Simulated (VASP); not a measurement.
Write the native input for VASP 6.6.1 that does the following.

| Item | Value |
| --- | --- |
| Task | single point |
| Functional | PBEsol |
| Potentials or basis | VASP PAW PBE potentials, release 64 (Hf_pv, O) |
| Cutoff | 520 eV |
| k mesh | 8 × 8 × 8 |
| Occupations | gaussian, width 0.05 eV |
| Spin | no spin polarisation |
| Dipole correction | no |
| Further INCAR settings | ALGO = Normal; EDIFF = 1e-07; NBANDS = 18 |

The structure of HfO2 lies in POSCAR:

```
HfO2
1.0
    0.0000000000      2.5255312500      2.5575000000
    2.5894687500      0.0000000000      2.5575000000
    2.5894687500      2.5255312500      0.0000000000
Hf O
1 2
Direct
    0.0000000000      0.0000000000      0.0000000000
    0.2500000000      0.2500000000      0.2500000000
    0.7500000000      0.7500000000      0.7500000000
```

This cell differs from its parent crystal: strain +0.0125 x Voigt [1, -1, 0, 0, 0, 0].

The input as run:

INCAR

```
SYSTEM = HfO2
  PREC = Accurate
  ENCUT = 520
  EDIFF = 1E-7
  ISMEAR = 0
  SIGMA = 0.05
  LREAL = .False.
  LASPH = .True.
  NELM = 80
  ALGO = Normal
  ISIF = 2
  LWAVE = .False.
  LCHARG = .False.
  GGA = PS
  NBANDS = 18
```

KPOINTS

```
regular mesh
0
Gamma
  8 8 8
  0 0 0
```

Potentials or basis: VASP PAW PBE potentials, release 64 (Hf_pv, O).

Command:

```bash
$ cat potpaw_PBE.64/Hf_pv/POTCAR potpaw_PBE.64/O/POTCAR > POTCAR
$ mpirun -np 1 vasp_std > vasp.out
```

It gave:

```json
{"Pressure": "-13.5 GPa", "Band gap on the k mesh": "3.44 eV, indirect (least direct gap 3.45 eV)"}
```

Caveat: the cell differs from its parent crystal (strain +0.0125 x Voigt [1, -1, 0, 0, 0, 0]); the PAW data sets were made with another functional, which shifts forces and pressure a little; spin-orbit coupling is left out, which moves the levels of the heavy elements.

It took 88 s on 1 thread of AMD EPYC 7R13, on a shared host, peak memory 0.17 GiB.
